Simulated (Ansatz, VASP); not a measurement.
One calculation of ZrSi2O6, two programs

```xyz
9
Lattice="2.6060 -4.9807 0.0000 2.6060 4.9807 0.0000 0.0000 0.0000 6.0403" Properties=species:S:1:pos:R:3 pbc="T T T"
Zr    2.6060    0.0000    0.0000
Si    1.3030   -2.4903    2.0825
Si    1.3030    2.4903    3.9579
O     3.6765   -1.1751    4.8950
O     2.6060    2.7567    3.0202
O     3.6765    1.1751    1.1453
O     1.5355    1.1751    4.8950
O     2.6060   -2.7567    3.0202
O     1.5355   -1.1751    1.1453
```

Alike in both runs: functional PBE; k mesh 6 × 6 × 4; occupations gaussian, width 0.02 eV; no spin polarisation.

Ansatz relaxed the structure, and its values are those at the end. VASP's run is a single point on that final structure, the one shown.

|  | VASP | Ansatz |
| --- | --- | --- |
| version | VASP 6.6.1 | Ansatz 0.2.0 |
| potentials or method | VASP PAW PBE potentials, release 64 (Zr_sv, Si, O), cutoff 520 eV | scalar-relativistic, plane waves, PAW |
| valence electrons in the cell | 56 | 56 |

```tsv
	VASP	Ansatz	Ansatz less VASP
gap on the k mesh at the Fermi level (eV)	5.05	5.05	-0.001
least direct gap on the mesh (eV)	5.28	5.28	-0.001
pressure (GPa)	0.2	0.0	-0.15
rms of the force components (eV/Å)	0.008	0.002	-0.0061
```
